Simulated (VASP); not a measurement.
Crystal: MgI2.

```
I Mg
1.0
     4.14000    0.00000    0.00000
    -2.07000    3.58535    0.00000
     0.00000    0.00000    6.88000
I Mg
2 1
Cartesian
  2.0700 1.1951 5.1600
  0.0000 2.3902 1.7200
  0.0000 0.0000 0.0000
```

Base run:

| Quantity | Value |
| --- | --- |
| Program | VASP 6.6.1 |
| Functional | LDA |
| Potentials or basis | VASP PAW LDA potentials, release 64 (I, Mg) |
| Cutoff | 520 eV |
| k mesh | 8 × 8 × 4 |
| Occupations | fermi-dirac, width 0.05 eV |
| Spin | no spin polarisation |

Its results: band gap on the k mesh 3.31 eV, indirect (least direct gap 3.38 eV); pressure -2.1 GPa; largest force 0.388 eV/Å.

Question: The run is repeated on the same cell with these changes: functional from LDA to PBE; potentials or basis from VASP PAW LDA potentials, release 64 (I, Mg) to VASP PAW PBE potentials, release 64 (I, Mg). What comes out?

Answer: Band gap on the k mesh 3.48 eV, indirect (least direct gap 3.63 eV); pressure 0.6 GPa; largest force 0.255 eV/Å.

Caveats: spin-orbit coupling is left out, which moves the levels of the heavy elements; this functional lacks dispersion, which binds the layers, so the pressure and a relaxed spacing across them are unreliable (some runs).

A k mesh can miss the band edges.
